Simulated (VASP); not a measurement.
Here is a VASP 6.6.1 calculation.

The input INCAR:

```
ALGO     = Normal         # electronic algorithm
EDIFF    = 1E-7           # SCF threshold, eV
ENCUT    = 520            # plane-wave cutoff, eV
GGA      = PS             # functional
ISIF     = 2              # what is computed and relaxed
ISMEAR   = -1             # smearing method
LASPH    = True           # aspherical terms in the spheres
LCHARG   = False          # write CHGCAR
LREAL    = False          # projectors in reciprocal space
LWAVE    = False          # write WAVECAR
NBANDS   = 56             # bands
NELM     = 80             # most SCF steps
PREC     = Accurate       # precision mode
SIGMA    = 0.02           # smearing width, eV
```

KPOINTS

```
k-points
0
Gamma
  4 4 4
```

Contents of POSCAR:

```
HfO2
1.0
    5.0961317430      0.0000000000     -0.0129062785
    0.0000000000      5.1766162760      0.0000000000
   -0.8681709227      0.0000000000      5.1995913610
Hf O
4 8
Direct
    0.2771316785      0.0429800509      0.2081691664
    0.7228683215      0.5429800509      0.2918308336
    0.7228683215      0.9570199491      0.7918308336
    0.2771316785      0.4570199491      0.7081691664
    0.4471845455      0.7581543691      0.4799445650
    0.5528154545      0.2581543691      0.0200554350
    0.5528154545      0.2418456309      0.5200554350
    0.4471845455      0.7418456309      0.9799445650
    0.0710818311      0.3370459839      0.3411354464
    0.9289181689      0.8370459839      0.1588645536
    0.9289181689      0.6629540161      0.6588645536
    0.0710818311      0.1629540161      0.8411354464
```

Potentials or basis: VASP PAW PBE potentials, release 64 (Hf_pv, O).

Launch:

```bash
$ cat potpaw_PBE.64/Hf_pv/POTCAR potpaw_PBE.64/O/POTCAR > POTCAR
$ mpirun -np 1 vasp_std > vasp.out
```

Q: Estimate the pressure.

A: -3.0 GPa.

Q: Predict the band gap on the k mesh.

A: 3.93 eV, indirect (least direct gap 4.03 eV).

Stress tensor (GPa, compression positive):
```
-2.99  0.00 -0.18
 0.00 -3.04  0.00
-0.18  0.00 -3.07
```

Caveat: the PAW data sets were made with another functional, which shifts forces and pressure a little; spin-orbit coupling is left out, which moves the levels of the heavy elements. A k mesh can miss the band edges.
